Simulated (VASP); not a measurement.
Write the native input for VASP 6.6.1 that does the following.

| Quantity | Value |
| --- | --- |
| Task | single point |
| Functional | PBE |
| Potentials or basis | VASP PAW PBE potentials, release 64 (Au) |
| Cutoff | 500 eV |
| k mesh | 13 × 13 × 13 |
| Occupations | fermi-dirac, width 0.1 eV |
| Spin | no spin polarisation |
| Dipole correction | no |
| Further INCAR settings | ALGO = Normal; EDIFF = 1e-06; NBANDS = 12 |

The structure of Au lies in POSCAR:

```
Au
1.0
    0.0000000000      2.0350000000      2.0350000000
    2.0350000000      0.0000000000      2.0350000000
    2.0350000000      2.0350000000      0.0000000000
Au
1
Direct
    0.0000000000      0.0000000000      0.0000000000
```

The input as run:

INCAR

```
SYSTEM = Au
ALGO = Normal
EDIFF = 1E-6
ENCUT = 500
GGA = PE
GGA_COMPAT = .False.
ISIF = 2
ISMEAR = -1
LASPH = .True.
LCHARG = .True.
LELF = .True.
LREAL = .False.
LVHAR = .True.
LWAVE = .False.
NBANDS = 12
NELM = 120
PREC = Accurate
SIGMA = 0.1
```

KPOINTS

```
k-points
0
Gamma
  13 13 13
  0 0 0
```

Potentials or basis: VASP PAW PBE potentials, release 64 (Au).

Command:

```console
$ cat potpaw_PBE.64/Au/POTCAR > POTCAR
$ mpirun -np 1 vasp_std > vasp.out
```

It gave:

```
Pressure : 10.3 GPa
```

It took 9.9 s on 1 thread of Intel Xeon 6975P-C, on a shared host, peak memory 0.15 GiB.
